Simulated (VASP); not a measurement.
## TiSi2: single point with PBE

Crystal: TiSi2.

```
CELL_PARAMETERS angstrom
4.31552 0.00000 0.00000
-2.15776 3.73735 0.00000
0.00000 0.00000 2.52640
ATOMIC_POSITIONS crystal
Ti 0.00000 0.00000 0.00000
Si 0.33333 0.66667 0.50000
Si 0.66667 0.33333 0.50000
```

```json
{
 "Program": "VASP 6.6.1",
 "Task": "single point",
 "Functional": "PBE",
 "Potentials or basis": "VASP PAW PBE potentials, release 64 (Ti_sv, Si)",
 "Cutoff": "520 eV",
 "k mesh": "7 × 7 × 10",
 "Occupations": "fermi-dirac, width 0.05 eV",
 "Spin": "no spin polarisation"
}
```

The pressure is 5.7 GPa. The band gap on the k mesh is zero (bands 10 and 11 overlap by 2.77 eV).

Stress tensor (GPa, compression positive):
```
5.74 0.00 0.00
0.00 5.74 0.00
0.00 0.00 5.59
```

Levels at points of the mesh, in eV from the Fermi level:
```tsv
k point	band 8	band 9	band 10	band 11	band 12	band 13
(0.00, 0.00, 0.00)	-5.09	-1.73	-1.02	-1.02	2.98	2.98
(0.00, 0.00, 0.50)	-2.46	-0.91	-0.91	-0.88	-0.40	-0.40
```

Run time: 63 s on 1 thread of Intel Xeon 8259CL, with other jobs on the host, peak memory 0.2 GiB.

Caveat: the cell stands under pressure.
